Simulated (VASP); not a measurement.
# Se (Fd-3m) in VASP: density of states with PBE

Aim: the density of states of Se with PBE.

All numbers are computed with VASP 6.6.1; they aren't measurements. Logs are shortened: lines on timing, memory, paths and dates and some standing lists are left out, and cuts for length are marked.

## (1) The cell of the first run

It takes space group Fd-3m (No. 227, cubic). The conventional cell has a = 6.251 Å, b = 6.251 Å, c = 6.251 Å, α = 90.00°, β = 90.00°, γ = 90.00°. Se (site symmetry -43m) has 4 Se at 2.71 Å within 3.6 Å.

## (2) Density of states, PBE

POSCAR

```
Se
1.0
    0.0000000000      3.1255665700      3.1255665700
    3.1255665700      0.0000000000      3.1255665700
    3.1255665700      3.1255665700      0.0000000000
Se
2
Direct
    0.5000000000      0.5000000000      0.5000000000
    0.7500000000      0.7500000000      0.7500000000
```

INCAR.step1

```
SYSTEM = Se
PREC = Accurate ; ENCUT = 520
EDIFF = 1E-7 ; ISMEAR = 0
SIGMA = 0.1 ; LREAL = .False.
LASPH = .True. ; NELM = 100
ALGO = Normal ; ISIF = 2
LWAVE = .False. ; LCHARG = .True.
GGA = PE ; NBANDS = 13
NELECT = 12.5
```

KPOINTS.step1

```
regular mesh
0
Gamma
  6 6 6
  0 0 0
```

INCAR.step2

```
SYSTEM = Se
PREC = Accurate ; ENCUT = 520
EDIFF = 1E-7 ; ISMEAR = -5
SIGMA = 0.1 ; LREAL = .False.
LASPH = .True. ; NELM = 100
ALGO = Normal ; ISIF = 2
LWAVE = .False. ; LCHARG = .False.
GGA = PE ; LORBIT = 11
NBANDS = 13 ; NEDOS = 1001
ICHARG = 11 ; NELECT = 12.5
```

KPOINTS.step2

```
regular mesh
0
Gamma
  9 9 9
  0 0 0
```

Potentials or basis: VASP PAW PBE potentials, release 64 (Se).

Run with:

```console
cat potpaw_PBE.64/Se/POTCAR > POTCAR
cp INCAR.step1 INCAR
cp KPOINTS.step1 KPOINTS
mpirun -np 1 vasp_std > vasp.out
cp INCAR.step2 INCAR
cp KPOINTS.step2 KPOINTS
mpirun -np 1 vasp_std > vasp.out
```

OUTCAR:

```text
SYSTEM = Se
   PREC = Accurate
   ENCUT = 520
   EDIFF = 1E-7
   ISMEAR = -5
   LREAL = .False.
   LASPH = .True.
   NELM = 100
   ISIF = 2
   GGA = PE
   LORBIT = 11
   ICHARG = 11
   NELECT = 12.5

 ion  position               nearest neighbor table
   1  0.500  0.500  0.500-   2 2.71   2 2.71   2 2.71   2 2.71
   2  0.750  0.750  0.750-   1 2.71   1 2.71   1 2.71   1 2.71

  LATTYP: Found a face centered cubic cell.
 ALAT       =     6.2511331400

  Lattice vectors:

 A1 = (   0.0000000000,   3.1255665700,   3.1255665700)
 A2 = (   3.1255665700,   0.0000000000,   3.1255665700)
 A3 = (   3.1255665700,   3.1255665700,   0.0000000000)

Analysis of symmetry for initial positions (statically):
=====================================================================
 Subroutine PRICEL returns:
 Original cell was already a primitive cell.

 Routine SETGRP: Setting up the symmetry group for a
 face centered cubic supercell.

 Subroutine GETGRP returns: Found 48 space group operations
 (whereof 24 operations were pure point group operations)
 out of a pool of 48 trial point group operations.

The static configuration has the point symmetry T_d .
 The point group associated with its full space group is O_h .

Analysis of symmetry for dynamics (positions and initial velocities):
=====================================================================
 Subroutine PRICEL returns:
 Original cell was already a primitive cell.

 Routine SETGRP: Setting up the symmetry group for a
 face centered cubic supercell.

 Subroutine GETGRP returns: Found 48 space group operations
 (whereof 24 operations were pure point group operations)
 out of a pool of 48 trial point group operations.

The dynamic configuration has the point symmetry T_d .
 The point group associated with its full space group is O_h .

 Subroutine INISYM returns: Found 48 space group operations
 (whereof 24 operations are pure point group operations),
 and found     1 'primitive' translations

----------------------------------------------------------------------------------------

                                     Primitive cell

  volume of cell :      61.0684

  direct lattice vectors                    reciprocal lattice vectors
     0.000000000  3.125566570  3.125566570    -0.159970997  0.159970997  0.159970997
     3.125566570  0.000000000  3.125566570     0.159970997 -0.159970997  0.159970997
     3.125566570  3.125566570  0.000000000     0.159970997  0.159970997 -0.159970997

  length of vectors
     4.420218633  4.420218633  4.420218633     0.277077894  0.277077894  0.277077894

  position of ions in fractional coordinates (direct lattice)
     0.500000000  0.500000000  0.500000000
     0.750000000  0.750000000  0.750000000

  ion indices of the primitive-cell ions
   primitive index   ion index
                 1           1
                 2           2

----------------------------------------------------------------------------------------

 KPOINTS: regular mesh

Automatic generation of k-mesh.
 Grid dimensions read from file:
 generate k-points for:    9    9    9

 Generating k-lattice:

  Cartesian coordinates                     Fractional coordinates (reciprocal lattice)
    -0.017774555  0.017774555  0.017774555     0.111111111  0.000000000  0.000000000
     0.017774555 -0.017774555  0.017774555     0.000000000  0.111111111  0.000000000
     0.017774555  0.017774555 -0.017774555     0.000000000  0.000000000  0.111111111

  Length of vectors
     0.030786433  0.030786433  0.030786433

  Shift w.r.t. Gamma in fractional coordinates (k-lattice)
     0.000000000  0.000000000  0.000000000

 TETIRR: Found    115 inequivalent tetrahedra from     4374

 Subroutine IBZKPT returns following result:
 ===========================================

 Found     35 irreducible k-points:

 Following reciprocal coordinates:
            Coordinates               Weight
  0.000000  0.000000  0.000000      1.000000
  0.111111  0.000000  0.000000      8.000000
  0.222222  0.000000  0.000000      8.000000
  0.333333  0.000000  0.000000      8.000000
  0.444444  0.000000  0.000000      8.000000
  0.111111  0.111111  0.000000      6.000000
[... 16 lines left out ...]
 -0.333333  0.333333  0.000000     12.000000
  0.444444  0.444444  0.000000      6.000000
 [... further k-points ...]
   k-points           NKPTS =     35   k-points in BZ     NKDIM =     35   number of bands    NBANDS=     13
   number of dos      NEDOS =   1001   number of ions     NIONS =      2
   total plane-waves  NPLWV =  46656
   dimension x,y,z NGX =    36 NGY =   36 NGZ =   36
   dimension x,y,z NGXF=    72 NGYF=   72 NGZF=   72
   ions per type =               2
   NGX,Y,Z   is equivalent  to a cutoff of  13.54, 13.54, 13.54 a.u.
   NGXF,Y,Z  is equivalent  to a cutoff of  27.08, 27.08, 27.08 a.u.
 SYSTEM =  Se
   PREC   = accura    normal or accurate (medium, high low for compatibility)
   ISTART =      0    job   : 0-new  1-cont  2-samecut
   ICHARG =     11    charge: 1-file 2-atom 10-const
   ISPIN  =      1    spin polarized calculation?
   LNONCOLLINEAR =      F non collinear calculations
   LSORBIT =      F    spin-orbit coupling
   LASPH  =      T    aspherical Exc in radial PAW
   ENCUT  =  520.0 eV  38.22 Ry    6.18 a.u.   8.22  8.22  8.22*2*pi/ulx,y,z
   NELM   =    100;   NELMIN=  2; NELMDL=  0     # of ELM steps
   EDIFF  = 0.1E-06   stopping-criterion for ELM
   LREAL  =      F    real-space projection
   EDIFFG = 0.1E-05   stopping-criterion for IOM
   NSW    =      0    number of steps for IOM
   IBRION =     -1    ionic relax: 0-MD 1-quasi-New 2-CG
   NFREE  =      0    steps in history (QN), initial steepest desc. (CG)
   ISIF   =      2    stress and relaxation
   ISYM   =      2    0-nonsym 1-usesym 2-fastsym
   POTIM  = 0.5000    time-step for ionic-motion
   TEBEG  =    0.0;   TEEND  =   0.0 temperature during run
   PSTRESS=    0.0 pullay stress
   NELECT =      12.5000    total number of electrons
   NUPDOWN=      -1.0000    fix difference up-down
   EMIN   =  10.00;   EMAX   =-10.00  energy-range for DOS
   EFERMI =   0.00;   METHOD = LEGACY
   ISMEAR =    -5;   SIGMA  =   0.10  broadening in eV -4-tet -1-fermi 0-gaus
   EFERMI_NEDOS =   21; number of points for ismear=-14 and -15
   IALGO  =     38    algorithm
   IMIX   =      4    mixing-type and parameters
     AMIX     =   0.40;   BMIX     =  1.00
     AMIX_MAG =   1.60;   BMIX_MAG =  1.00
  volume/ion in A,a.u.               =      30.53       206.05
  Fermi-wavevector in a.u.,A,eV,Ry     =   0.964805  1.823217 12.664958  0.930848
  Thomas-Fermi vector in A             =   2.094467
   LORBIT       =     11    0 simple, 1 ext, 2 COOP (PROOUT), +10 PAW based schemes
   GGA     = PE    functional components
   LHFCALC =     F    Hartree Fock is set to
   AEXX    =    0.0000 exact exchange contribution
   IVDW    =     0    specifies the selected vdW correction
   LEPSILON=     F    determine dielectric tensor
   LRPA    =     F    only Hartree local field effects (RPA)
 non-spin polarized calculation
 Fermi weights with tetrahedron method with Bloechl corrections
  energy-cutoff  :      520.00
  volume of cell :       61.07
 maximum number of plane-waves:      1657
 NGX is ok and might be reduce to    36

 number of electron      12.5000001 magnetization

 Free energy of the ion-electron system (eV)
  ---------------------------------------------------
  ext. energy  EPLUGINS =         0.00000000
  ---------------------------------------------------
  free energy    TOTEN  =        -4.71901207 eV

  energy without entropy =       -4.71901207  energy(sigma->0) =       -4.71901207

 E-fermi :   2.7428     XC(G=0):  -8.5209

 val. band max:        2.6817033923   @ k =   0.4444   0.0000   0.0000
 cond. band min:       2.6400904028   @ k =  -0.2222   0.2222   0.0000
 fundamental gap:     -0.0416129896
 Fermi energy:         2.7428252941

 k-point     1 :       0.0000    0.0000    0.0000
  band No.  band energies     occupation
      1     -13.0172      2.00000
      2      -7.5937      2.00000
      3      -1.0603      2.00000
      4      -1.0603      2.00000
      5      -1.0603      2.00000
      6       1.5973      2.00000
      7       1.5973      2.00000
      8       1.5973      2.00000
      9       6.3693      0.00000
     10       9.8763      0.00000
     11       9.8763      0.00000
     12      11.6620      0.00000
     13      11.6620      0.00000

 k-point     2 :       0.1111    0.0000    0.0000
  band No.  band energies     occupation
      1     -12.9320      2.00000
      2      -7.8158      2.00000
      3      -1.1794      2.00000
      4      -1.1794      2.00000
      5      -1.1247      2.00000
      6       1.7624      2.00000
      7       1.7738      2.00000
      8       1.7738      2.00000
      9       6.7986      0.00000
     10       9.5069      0.00000
     11       9.5069      0.00000
     12      11.2739      0.00000
     13      12.4447      0.00000

 k-point     3 :       0.2222    0.0000    0.0000
  band No.  band energies     occupation
      1     -12.6894      2.00000
      2      -8.3757      2.00000
      3      -1.4293      2.00000
      4      -1.4293      2.00000
      5      -1.3484      2.00000
      6       2.1551      2.00000
      7       2.1551      2.01401
      8       2.3652      1.76360
      9       7.7022      0.00000
     10       9.1960      0.00000
     11       9.1960      0.00000
     12      10.8478      0.00000
     13      13.9296      0.00000
[... 305 lines left out ...]
 k-point    23 :      -0.3333    0.3333    0.0000
  band No.  band energies     occupation
      1     -11.4557      2.00000
      2     -10.2667      2.00000
      3      -3.1559      2.00000
      4      -2.2292      2.00000
      5       0.0833      2.00000
      6       2.2871      2.00000
      7       3.7114      0.00000
      8       3.9024      0.00000
      9       7.3856      0.00000
     10       9.5619      0.00000
     11       9.6392      0.00000
     12      13.0524      0.00000
     13      14.1769      0.00000

 k-point    24 :       0.4444    0.4444    0.0000
  band No.  band energies     occupation
      1     -11.3030      2.00000
      2     -10.4494      2.00000
      3      -2.5945      2.00000
      4      -2.5945      2.00000
      5       0.3678      2.00000
      6       0.3923      2.00000
      7       4.6408      0.00000
      8       4.6408      0.00000
      9       7.8744      0.00000
     10       8.9891      0.00000
     11      12.2030      0.00000
     12      12.2031      0.00000
     13      12.6994      0.00000

 [... further k-points ...]
[... 5 lines left out ...]
  --------------------------------------------------------------------------------------
  -------------------------------------------------------------------------------------
  Total        5.0657586      5.0657586      5.0657586      0.0000000      0.0000000      0.0000000
  in kB      132.9042349    132.9042349    132.9042349      0.0000000      0.0000000      0.0000000
  external PRESSURE =     132.9042349 kB  Pullay stress =       0.0000000 kB

 VOLUME and BASIS-vectors are now :
 -----------------------------------------------------------------------------
  energy-cutoff  :      520.00
  volume of cell :       61.07
      direct lattice vectors                 reciprocal lattice vectors
     0.000000000  3.125566570  3.125566570    -0.159970997  0.159970997  0.159970997
     3.125566570  0.000000000  3.125566570     0.159970997 -0.159970997  0.159970997
     3.125566570  3.125566570  0.000000000     0.159970997  0.159970997 -0.159970997

 POSITION                                       TOTAL-FORCE (eV/Angst)
 -----------------------------------------------------------------------------------
      3.12557      3.12557      3.12557        -0.000000     -0.000000     -0.000000
      4.68835      4.68835      4.68835         0.000000      0.000000      0.000000
 -----------------------------------------------------------------------------------
    total drift:                                0.000000      0.000000      0.000000

  FREE ENERGIE OF THE ION-ELECTRON SYSTEM (eV)
  ---------------------------------------------------
  free  energy   TOTEN  =        -4.7190120684 eV

  energy  without entropy=       -4.7190120684  energy(sigma->0) =       -4.71901207

 total charge

# of ion       s       p       d       tot
------------------------------------------
    1        1.549   2.160   0.048   3.757
    2        1.549   2.160   0.048   3.757
--------------------------------------------------
tot          3.099   4.321   0.095   7.515
```

Run time: 29 s. Hardware: 1 thread of AMD EPYC 9R14 (Zen 4), shared host; peak memory 0.17 GiB.

Results:

| Property | Result |
| --- | --- |
| Valence electrons inside the program's atomic spheres | Se 3.76 |

Caveat: the cell carries a net charge on a neutralising background, which shifts energy and pressure; the cell is charged against a uniform background, so pressure and absolute levels hang on convention; tetrahedron occupations give inexact forces and stress in metals.
